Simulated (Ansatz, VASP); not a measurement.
## CdS: VASP beside Ansatz

```
CELL_PARAMETERS angstrom
0.00000 2.91228 2.91228
2.91228 0.00000 2.91228
2.91228 2.91228 0.00000
ATOMIC_POSITIONS crystal
Cd 0.00000 0.00000 0.00000
S 0.25000 0.25000 0.25000
```

Alike in both runs: functional PBEsol; k mesh 8 × 8 × 8; occupations gaussian, width 0.02 eV; no spin polarisation.

Ansatz relaxed the structure, and its values are those at the end. VASP's run is a single point on that final structure, the one shown.

|  | VASP | Ansatz |
| --- | --- | --- |
| version | VASP 6.6.1 | Ansatz 0.2.0 |
| potentials or method | VASP PAW PBE potentials, release 64 (Cd, S), cutoff 520 eV | scalar-relativistic, plane waves, PAW |
| valence electrons in the cell | 18 | 26 |

Ansatz gave:

| Property | Result |
| --- | --- |
| gap on the k mesh at the Fermi level (eV) | 1.01 |
| least direct gap on the mesh (eV) | 1.01 |
| pressure (GPa) | 0.0 |

Which values does VASP return?

gap on the k mesh at the Fermi level (eV): 1.02; least direct gap on the mesh (eV): 1.02; pressure (GPa): 0.4.

VASP's potentials were made for PBE, not for PBEsol. With one functional, cell and mesh, what is left measures potentials, basis and numerics. VASP's potentials hold 18 valence electrons a cell and Ansatz's 26, so a difference there can come from the potentials and not from the codes.
